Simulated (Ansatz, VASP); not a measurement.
**Na in VASP and in Ansatz**

POSCAR

```
Na
1.0
   -1.8458045307      1.8458045307      2.6372766800
    1.8458045307     -1.8458045307      2.6372766800
    1.9307776293      1.9307776293     -2.6372766800
Na
1
Direct
    0.0000000000      0.0000000000      0.0000000000
```

INCAR.step1

```
PREC = Accurate
ENCUT = 520
ISMEAR = 0
SIGMA = 0.15
LREAL = False
LASPH = True
NELM = 100
NBANDS = 10
GGA = PE
ALGO = Normal
EDIFF = 1E-4
LWAVE = True
LCHARG = False
```

INCAR.step2

```
PREC = Accurate
ENCUT = 520
EDIFF = 1E-7
ISMEAR = 0
SIGMA = 0.15
LREAL = False
LASPH = True
NELM = 100
ALGO = Normal
ISIF = 2
LWAVE = False
LCHARG = True
METAGGA = R2SCAN
LMIXTAU = True
LELF = True
LVHAR = True
NBANDS = 10
ISTART = 1
```

KPOINTS

```
regular mesh
0
Gamma
  18 18 18
```

Input for Ansatz:

```yaml
crystal:
  lattice:
    - [-1.8458045307, 1.8458045307, 2.63727668]
    - [1.8458045307, -1.8458045307, 2.63727668]
    - [1.9307776293, 1.9307776293, -2.63727668]
  atoms:
    - { symbol: Na, position: [0.0, 0.0, 0.0] }
basis:
  ecutwfc: 500
kpoints:
  mp_grid: { grid: [18, 18, 18] }
hamiltonian:
  xc: r2scan
scf:
  occupations: { method: gaussian, width: 0.15 }
output:
  forces: true
  stress: true
  eigenvalues: true
```

Change from the starting cell: strain +0.0450 x Voigt [0, 0, 0, 0, 0, 1], atoms carried along.

Alike in both runs: task single point; functional r2SCAN; k mesh 18 × 18 × 18; occupations gaussian, width 0.15 eV; no spin polarisation.

|  | VASP | Ansatz |
| --- | --- | --- |
| version | VASP 6.6.1 | Ansatz 0.2.0 |
| potentials or method | VASP PAW PBE potentials, release 64 (Na_pv), cutoff 520 eV | scalar-relativistic, plane waves, PAW |
| valence electrons in the cell | 7 | 9 |

Ansatz gave:

```
gap on the k mesh at the Fermi level (eV)                     : none
pressure (GPa)                                                : 0.0
traceless stress, the component that is largest in VASP (GPa) : 0.02
```

Q: Estimate VASP's values.

A: gap on the k mesh at the Fermi level (eV): none; pressure (GPa): -0.1; traceless stress, the component that is largest in VASP (GPa): 0.07.

VASP's potentials were made for PBE, not for r2SCAN. A gap of «none» marks a metal or a gap that the smearing closes. VASP's potentials hold 7 valence electrons a cell and Ansatz's 9, so a difference there can come from the potentials and not from the codes.
